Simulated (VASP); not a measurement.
Input of a VASP 6.6.1 run:

Contents of POSCAR:

```
ZrB2
1.0
    3.1281291055      0.0000000000      0.0000000000
   -1.5640645527      2.7090392717      0.0000000000
    0.0000000000      0.0000000000      3.4943780087
Zr B
1 2
Direct
    0.0000000000      0.0000000000      0.0000000000
    0.3333333333      0.6666666667      0.5000000000
    0.6666666667      0.3333333333      0.5000000000
```

INCAR.step1

```
SYSTEM = ZrB2
PREC = Accurate
ENCUT = 600
ISMEAR = 0
SIGMA = 0.05
LREAL = .FALSE.
LASPH = .TRUE.
NELM = 60
GGA = PE
ALGO = Normal
EDIFF = 1E-4
LWAVE = .TRUE.
LCHARG = .FALSE.
```

Contents of INCAR.step2:

```
SYSTEM = ZrB2
PREC = Accurate
ENCUT = 600
EDIFF = 1E-7
ISMEAR = 0
SIGMA = 0.05
LREAL = .FALSE.
LASPH = .TRUE.
NELM = 60
ALGO = Normal
ISIF = 4
LWAVE = .FALSE.
LCHARG = .FALSE.
METAGGA = R2SCAN
LMIXTAU = .TRUE.
IBRION = 2
NSW = 60
EDIFFG = -0.01
ISTART = 1
```

The input KPOINTS:

```
Automatic mesh
0
G
  8 8 8
  0 0 0
```

Potentials or basis: VASP PAW PBE potentials, release 64 (Zr_sv, B).

Run with:

```bash
$ cat potpaw_PBE.64/Zr_sv/POTCAR potpaw_PBE.64/B/POTCAR > POTCAR
$ cp INCAR.step1 INCAR
$ mpirun -np 1 vasp_std > vasp.out
$ cp INCAR.step2 INCAR
$ mpirun -np 1 vasp_std > vasp.out
```

(1) What does it give for the band gap on the k mesh?

Answers

(1) zero (bands 9 and 10 overlap by 0.67 eV).
